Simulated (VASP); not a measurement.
The system is KBr.

```
K Br
1.0
     0.00000    3.30225    3.30225
     3.30225    0.00000    3.30225
     3.30225    3.30225    0.00000
K Br
1 1
Direct
  0.00000 0.00000 0.00000
  0.50000 0.50000 0.50000
```

Base run:

| Property | Result |
| --- | --- |
| Program | VASP 6.6.1 |
| Functional | PBE |
| Potentials or basis | VASP PAW PBE potentials, release 64 (K_sv, Br) |
| Cutoff | 520 eV |
| k mesh | 4 × 4 × 4 |
| Occupations | gaussian, width 0.01 eV |
| Spin | no spin polarisation |

Its results: band gap on the k mesh 4.43 eV, direct; pressure 0.7 GPa.

Task: The run is repeated on the same cell with these changes: functional from PBE to HSE06. What comes out?

Result: Band gap on the k mesh 5.59 eV, direct; pressure 0.5 GPa.

HSE06 gives the wider gap, since exact exchange removes part of the self-interaction.

Caveats: the PAW data sets were made with another functional, which shifts forces and pressure a little (some runs).

